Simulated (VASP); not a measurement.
# CaO (P6_3/mmc) in VASP: notebook, part 2 of 2

VASP 6.6.1. The steps go on from the part before.

### Step 3. Single point, HSE06

File POSCAR:

```
CaO
1.0
    3.9810268818      0.0000000000      0.0000000000
   -1.9905134409      3.4476704128      0.0000000000
    0.0000000000      0.0000000000      4.7701152067
Ca O
2 2
Direct
    0.3333333333      0.6666666667      0.2500000000
    0.6666666667      0.3333333333      0.7500000000
    0.6666666667      0.3333333333      0.2500000000
    0.3333333333      0.6666666667      0.7500000000
```

File INCAR.step1:

```
  PREC = Accurate
  ENCUT = 520
  EDIFF = 1E-5
  ISMEAR = 0
  SIGMA = 0.01
  LREAL = F
  LASPH = T
  NELM = 100
  ALGO = Normal
  ISIF = 2
  LWAVE = T
  NBANDS = 24
  GGA = PE
```

File INCAR.step2:

```
  PREC = Accurate
  ENCUT = 520
  EDIFF = 1E-6
  ISMEAR = 0
  SIGMA = 0.01
  LREAL = F
  LASPH = T
  NELM = 100
  ALGO = Normal
  ISIF = 2
  LWAVE = F
  LCHARG = T
  GGA = PE
  LHFCALC = T
  HFSCREEN = 0.2079
  PRECFOCK = Normal
  LELF = T
  LVHAR = T
  NBANDS = 24
  ISTART = 1
```

File KPOINTS:

```
regular mesh
0
Gamma
  6 6 2
```

Potentials or basis: VASP PAW PBE potentials, release 64 (Ca_sv, O).

Started as:

```
$ cat potpaw_PBE.64/Ca_sv/POTCAR potpaw_PBE.64/O/POTCAR > POTCAR
$ cp INCAR.step1 INCAR
$ mpirun -np 1 vasp_std > vasp.out
$ cp INCAR.step2 INCAR
$ mpirun -np 1 vasp_std > vasp.out
```

OUTCAR:

```text
PREC = Accurate
   ENCUT = 520
   EDIFF = 1E-6
   ISMEAR = 0
   LREAL = F
   LASPH = T
   NELM = 100
   ISIF = 2
   GGA = PE
   LHFCALC = T
   HFSCREEN = 0.2079
   PRECFOCK = Normal
   ISTART = 1

 ion  position               nearest neighbor table
   1  0.333  0.667  0.250-   3 2.30   3 2.30   3 2.30   4 2.39   4 2.39
   2  0.667  0.333  0.750-   4 2.30   4 2.30   4 2.30   3 2.39   3 2.39
   3  0.667  0.333  0.250-   1 2.30   1 2.30   1 2.30   2 2.39   2 2.39
   4  0.333  0.667  0.750-   2 2.30   2 2.30   2 2.30   1 2.39   1 2.39

  LATTYP: Found a hexagonal cell.
 ALAT       =     3.9810268818
 C/A-ratio  =     1.1982122574

  Lattice vectors:

 A1 = (   3.9810268818,   0.0000000000,   0.0000000000)
 A2 = (  -1.9905134409,   3.4476704128,   0.0000000000)
 A3 = (   0.0000000000,   0.0000000000,   4.7701152067)

Analysis of symmetry for initial positions (statically):
=====================================================================
 Subroutine PRICEL returns:
 Original cell was already a primitive cell.

 Routine SETGRP: Setting up the symmetry group for a
 hexagonal supercell.

 Subroutine GETGRP returns: Found 24 space group operations
 (whereof 12 operations were pure point group operations)
 out of a pool of 24 trial point group operations.

The static configuration has the point symmetry D_3d.
 The point group associated with its full space group is D_6h.

Analysis of symmetry for dynamics (positions and initial velocities):
=====================================================================
 Subroutine PRICEL returns:
 Original cell was already a primitive cell.

 Routine SETGRP: Setting up the symmetry group for a
 hexagonal supercell.

 Subroutine GETGRP returns: Found 24 space group operations
 (whereof 12 operations were pure point group operations)
 out of a pool of 24 trial point group operations.

The dynamic configuration has the point symmetry D_3d.
 The point group associated with its full space group is D_6h.

 Subroutine INISYM returns: Found 24 space group operations
 (whereof 12 operations are pure point group operations),
 and found     1 'primitive' translations

----------------------------------------------------------------------------------------

                                     Primitive cell

  volume of cell :      65.4711

  direct lattice vectors                    reciprocal lattice vectors
     3.981026882  0.000000000  0.000000000     0.251191471  0.145025464  0.000000000
    -1.990513441  3.447670413  0.000000000     0.000000000  0.290050927  0.000000000
     0.000000000  0.000000000  4.770115207     0.000000000  0.000000000  0.209638543

  length of vectors
     3.981026882  3.981026882  4.770115207     0.290050927  0.290050927  0.209638543

  position of ions in fractional coordinates (direct lattice)
     0.333333333  0.666666667  0.250000000
     0.666666667  0.333333333  0.750000000
     0.666666667  0.333333333  0.250000000
[... 43 lines left out ...]
  0.333333  0.333333  0.000000      2.000000
  0.000000  0.000000  0.500000      1.000000
  0.166667  0.000000  0.500000      6.000000
  0.333333 -0.000000  0.500000      6.000000
  0.500000 -0.000000  0.500000      3.000000
  0.166667  0.166667  0.500000      6.000000
  0.333333  0.166667  0.500000     12.000000
  0.333333  0.333333  0.500000      2.000000
   k-points           NKPTS =     14   k-points in BZ     NKDIM =     72   number of bands    NBANDS=     24
   number of dos      NEDOS =    301   number of ions     NIONS =      4
   total plane-waves  NPLWV =  32400
   dimension x,y,z NGX =    30 NGY =   30 NGZ =   36
   dimension x,y,z NGXF=    60 NGYF=   60 NGZF=   72
   ions per type =               2   2
   NGX,Y,Z   is equivalent  to a cutoff of  12.53, 12.53, 12.55 a.u.
   NGXF,Y,Z  is equivalent  to a cutoff of  25.06, 25.06, 25.09 a.u.
 SYSTEM =  unknown system
   PREC   = accura    normal or accurate (medium, high low for compatibility)
   ISTART =      1    job   : 0-new  1-cont  2-samecut
   ICHARG =      0    charge: 1-file 2-atom 10-const
   ISPIN  =      1    spin polarized calculation?
   LNONCOLLINEAR =      F non collinear calculations
   LSORBIT =      F    spin-orbit coupling
   LASPH  =      T    aspherical Exc in radial PAW
   ENCUT  =  520.0 eV  38.22 Ry    6.18 a.u.   7.40  7.40  8.87*2*pi/ulx,y,z
   NELM   =    100;   NELMIN=  2; NELMDL=  0     # of ELM steps
   EDIFF  = 0.1E-05   stopping-criterion for ELM
   LREAL  =      F    real-space projection
   EDIFFG = 0.1E-04   stopping-criterion for IOM
   NSW    =      0    number of steps for IOM
   IBRION =     -1    ionic relax: 0-MD 1-quasi-New 2-CG
   NFREE  =      0    steps in history (QN), initial steepest desc. (CG)
   ISIF   =      2    stress and relaxation
   ISYM   =      3    0-nonsym 1-usesym 2-fastsym
   POTIM  = 0.5000    time-step for ionic-motion
   TEBEG  =    0.0;   TEEND  =   0.0 temperature during run
   PSTRESS=    0.0 pullay stress
   NELECT =      32.0000    total number of electrons
   NUPDOWN=      -1.0000    fix difference up-down
   EMIN   =  10.00;   EMAX   =-10.00  energy-range for DOS
   EFERMI =   0.00;   METHOD = LEGACY
   ISMEAR =     0;   SIGMA  =   0.01  broadening in eV -4-tet -1-fermi 0-gaus
   EFERMI_NEDOS =   21; number of points for ismear=-14 and -15
   IALGO  =     38    algorithm
   IMIX   =      1    mixing-type and parameters
     AMIX     =   0.40;   BMIX     =  1.00
     AMIX_MAG =   1.60;   BMIX_MAG =  1.00
  volume/ion in A,a.u.               =      16.37       110.46
  Fermi-wavevector in a.u.,A,eV,Ry     =   1.289560  2.436915 22.626015  1.662965
  Thomas-Fermi vector in A             =   2.421445
   LORBIT       =      0    0 simple, 1 ext, 2 COOP (PROOUT), +10 PAW based schemes
   GGA     = PE    functional components
   LHFCALC =     T    Hartree Fock is set to
   PRECFOCK=normal    Normal, Fast or Accurate (Low or Medium for compatibility)
   ENCUT4O =  -1.0   cutoff for four orbital integrals eV
   NKREDX  =     1    reduce k-point grid by
   NKREDY  =     1    reduce k-point grid by
   NKREDZ  =     1    reduce k-point grid by
   AEXX    =    0.2500 exact exchange contribution
   HFSCREEN=    0.2079 screening length (either q_TF or 0.3 A-1)
   HFSCREENC=   0.2079 screening length for correlation (either q_TF or 0.3 A-1)
   ENCUTFOCK=  -1.0 apply spherical cutoff to Coloumb kernel
   IVDW    =     0    specifies the selected vdW correction
   LEPSILON=     F    determine dielectric tensor
   LRPA    =     F    only Hartree local field effects (RPA)
 non-spin polarized calculation
 Gauss-broadening in eV      SIGMA  =   0.01
  energy-cutoff  :      520.00
  volume of cell :       65.47
 maximum number of plane-waves:      1811
 NGX is ok and might be reduce to    30
  NGX = 24; NGY = 24; NGZ = 28

 number of electron      31.9999988 magnetization

 Free energy of the ion-electron system (eV)
  ---------------------------------------------------
  ext. energy  EPLUGINS =         0.00000000
  ---------------------------------------------------
  free energy    TOTEN  =       -29.39303089 eV

  energy without entropy =      -29.39303089  energy(sigma->0) =      -29.39303089

 E-fermi :   0.5198     XC(G=0):  -7.7822

 val. band max:        0.3437755531   @ k =   0.0000   0.0000   0.0000
 cond. band min:       4.9057952123   @ k =   0.0000   0.0000   0.0000
 fundamental gap:      4.5620196592
 Fermi energy:         0.5197944884

 k-point     1 :       0.0000    0.0000    0.0000
  band No.  band energies     occupation
      1     -39.8242      2.00000
      2     -39.6839      2.00000
      3     -19.7340      2.00000
      4     -19.4626      2.00000
      5     -19.4626      2.00000
      6     -19.2485      2.00000
[... 367 lines left out ...]
     23      11.1571      0.00000
     24      11.1571      0.00000

------------------------ aborting loop because EDIFF is reached ----------------------------------------

  FORCE on cell =-STRESS in cart. coord.  units (eV):
  Direction    XX          YY          ZZ          XY          YZ          ZX
  --------------------------------------------------------------------------------------
  -------------------------------------------------------------------------------------
  Total        0.3090388      0.3090388      0.6408228     -0.0000000      0.0000000     -0.0000000
  in kB        7.5626473      7.5626473     15.6819055     -0.0000000      0.0000000     -0.0000000
  external PRESSURE =      10.2690667 kB  Pullay stress =       0.0000000 kB

 VOLUME and BASIS-vectors are now :
 -----------------------------------------------------------------------------
  energy-cutoff  :      520.00
  volume of cell :       65.47
      direct lattice vectors                 reciprocal lattice vectors
     3.981026882  0.000000000  0.000000000     0.251191471  0.145025464  0.000000000
    -1.990513441  3.447670413  0.000000000     0.000000000  0.290050927  0.000000000
     0.000000000  0.000000000  4.770115207     0.000000000  0.000000000  0.209638543

 POSITION                                       TOTAL-FORCE (eV/Angst)
 -----------------------------------------------------------------------------------
     -0.00000      2.29845      1.19253        -0.000000     -0.000000      0.000000
      1.99051      1.14922      3.57759         0.000000      0.000000      0.000000
      1.99051      1.14922      1.19253         0.000000      0.000000      0.000000
     -0.00000      2.29845      3.57759        -0.000000     -0.000000     -0.000000
 -----------------------------------------------------------------------------------
    total drift:                                0.000006     -0.000013      0.000001

  FREE ENERGIE OF THE ION-ELECTRON SYSTEM (eV)
  ---------------------------------------------------
  free  energy   TOTEN  =       -29.3930308925 eV

  energy  without entropy=      -29.3930308925  energy(sigma->0) =      -29.39303089
```

It took 27 min on 1 thread of AMD EPYC 9R45 (Zen 5), shared host; peak memory 0.27 GiB.

Results:

| Property | Result |
| --- | --- |
| Free energy | -29.3930 eV |
| Pressure | 1.0 GPa |
| Band gap on the k mesh | 4.56 eV |

Levels at points of the mesh, in eV from the valence-band top:
```
           k point  band 13  band 14  band 15  band 16  band 17  band 18  band 19  band 20
(0.00, 0.00, 0.00)    -1.21    -1.18    -1.18     0.00     4.56     8.11     8.11     9.68
(0.50, 0.00, 0.00)    -0.91    -0.91    -0.62    -0.38     6.25     6.98     7.11     9.68
(0.00, 0.00, 0.50)    -1.34    -1.34    -1.34    -1.34     6.47     6.47     9.95     9.95
(0.50, 0.00, 0.50)    -1.10    -1.10    -0.78    -0.78     6.98     6.98     9.40     9.40
```

Caveat: the k points lie up to 0.66 Å⁻¹ apart; the PAW data sets were made with another functional, which shifts forces and pressure a little.
